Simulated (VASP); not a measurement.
The system is HfO2.

```xyz
6
Lattice="4.8804 0.0000 0.0000 0.0000 4.8804 0.0000 0.0000 0.0000 3.2376" Properties=species:S:1:pos:R:3 pbc="T T T"
Hf    0.0000    0.0000    0.0000
Hf    2.4402    2.4402    1.6188
O     0.9508    3.9296    1.6188
O     1.4894    1.4894    0.0000
O     3.3910    3.3910    0.0000
O     3.9296    0.9508    1.6188
```

| Property | Result |
| --- | --- |
| Program | VASP 6.6.1 |
| Task | relaxation of cell and atoms |
| Functional | PBEsol |
| Potentials or basis | VASP PAW PBE potentials, release 64 (Hf_pv, O) |
| Cutoff | 600 eV |
| k mesh | 6 × 6 × 8 |
| Occupations | fermi-dirac, width 0.02 eV |
| Spin | no spin polarisation |

At the start: pressure -9.0 GPa; volume 12.85 Å³/atom.

Task: Where does the relaxation end?

Result: Over 7 steps the energy falls by 15.2 meV/atom and the volume is 12.32 Å³/atom (-4.1 %); space group P4_2/mnm (No. 136, to 0.05 Å).

The path:
```tsv
step	energy change (eV)	largest force (eV/Å)	pressure (GPa)	volume (Å³)
1	0.0000	0.1117	-8.97	77.11
2	0.1720	0.5231	18.18	69.36
3	-0.0895	0.0841	-0.30	74.13
4	-0.0896	0.0884	-0.13	74.07
5	-0.0913	0.0262	0.02	73.92
6	-0.0914	0.0113	0.01	73.94
7	-0.0914	0.0035	-0.01	73.94
```

Final structure:
```yaml
crystal:
  lattice:
    - [4.80903, 0.00000, 0.00000]
    - [0.00000, 4.80903, 0.00000]
    - [0.00000, 0.00000, 3.19723]
  atoms:
    - { symbol: Hf, position: [0.00000, 0.00000, 0.00000] }
    - { symbol: Hf, position: [0.50000, 0.50000, 0.50000] }
    - { symbol: O, position: [0.19493, 0.80507, 0.50000] }
    - { symbol: O, position: [0.30507, 0.30507, 0.00000] }
    - { symbol: O, position: [0.69493, 0.69493, 0.00000] }
    - { symbol: O, position: [0.80507, 0.19493, 0.50000] }
```

Caveat: the PAW data sets were made with another functional, which shifts forces and pressure a little.
